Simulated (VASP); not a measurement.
A run of VASP 6.6.1:

The input INCAR:

```
  PREC = Accurate
  ENCUT = 520
  EDIFF = 1E-8
  ISMEAR = -1
  SIGMA = 0.05
  LREAL = False
  LASPH = True
  NELM = 100
  ALGO = Normal
  ISIF = 2
  LWAVE = False
  LCHARG = False
  GGA = PS
  LEFG = True
  NBANDS = 7
```

Contents of KPOINTS:

```
Automatic mesh
0
Gamma
  15 15 15
```

Contents of POSCAR:

```
Mg
1.0
   -1.8660952039      1.8660952039      1.7069401276
    1.8660952039     -1.8660952039      1.7069401276
    1.8660952039      1.8660952039     -1.7069401276
Mg
1
Direct
    0.0000000000      0.0000000000      0.0000000000
```

Potentials or basis: VASP PAW PBE potentials, release 64 (Mg).

Command:

```sh
$ cat potpaw_PBE.64/Mg/POTCAR > POTCAR
$ mpirun -np 1 vasp_std > vasp.out
```

Hardware: 1 thread of Intel(R) Xeon(R) 6975P-C (Granite Rapids), on a shared host.

How long does it take, and how much memory?

It took 14 s on 1 thread of Intel(R) Xeon(R) 6975P-C (Granite Rapids), with other jobs on the host, peak memory 0.17 GiB. Counts: scf iterations 12, k points 288.
